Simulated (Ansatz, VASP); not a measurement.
# Ru in VASP and in Ansatz

The input INCAR:

```
SYSTEM = Ru
PREC = Accurate ; ENCUT = 500
EDIFF = 1E-6 ; ISMEAR = 0
SIGMA = 0.1 ; LREAL = .FALSE.
LASPH = .TRUE. ; NELM = 120
ALGO = Normal ; ISIF = 2
LWAVE = .FALSE. ; LCHARG = .FALSE.
GGA = PS ; NBANDS = 21
GGA_COMPAT = .FALSE.
```

KPOINTS

```
Automatic mesh
0
G
  6 6 6
  0 0 0
```

The input POSCAR:

```
Ru
1.0
    1.6398700866      0.9467794359      3.0409424665
   -1.6398700866      0.9467794359      3.0409424665
    0.0000000000     -1.8935588719      3.0409424665
Ru
2
Direct
    0.2275400000      0.2275400000      0.2275400000
    0.7724600000      0.7724600000      0.7724600000
```

Input for Ansatz:

```yaml
crystal:
  lattice:
    - [1.6398700866, 0.9467794359, 3.0409424665]
    - [-1.6398700866, 0.9467794359, 3.0409424665]
    - [0.0, -1.8935588719, 3.0409424665]
  atoms:
    - { symbol: Ru, position: [0.22754, 0.22754, 0.22754] }
    - { symbol: Ru, position: [0.77246, 0.77246, 0.77246] }
basis:
  ecutwfc: 420
kpoints:
  mp_grid: { grid: [6, 6, 6] }
hamiltonian:
  xc: pbesol
scf:
  occupations: { method: gaussian, width: 0.1 }
  lower_state_search: "off"
output:
  forces: true
  stress: true
  eigenvalues: true
```

Alike in both runs: task single point; functional PBEsol; k mesh 6 × 6 × 6; occupations gaussian, width 0.1 eV; no spin polarisation.

|  | VASP | Ansatz |
| --- | --- | --- |
| version | VASP 6.6.1 | Ansatz 0.2.0 |
| potentials or method | VASP PAW PBE potentials, release 64 (Ru_pv), cutoff 500 eV | scalar-relativistic, plane waves, PAW |
| valence electrons in the cell | 28 | 32 |

```tsv
	VASP	Ansatz	Ansatz less VASP
gap on the k mesh at the Fermi level (eV)	none	none	-
rms of the force components (eV/Å)	2.179	2.061	-0.1177
```

VASP's potentials were made for PBE, not for PBEsol. Atom by atom the forces differ by 0.118 eV/Å (rms over components). A gap of «none» marks a metal or a gap that the smearing closes. The functional is the same, so the differences come from potentials, cutoffs and numerics. VASP's potentials hold 28 valence electrons a cell and Ansatz's 32, so a difference there can come from the potentials and not from the codes.

The k mesh is coarse, so the values compare programs but aren't converged.
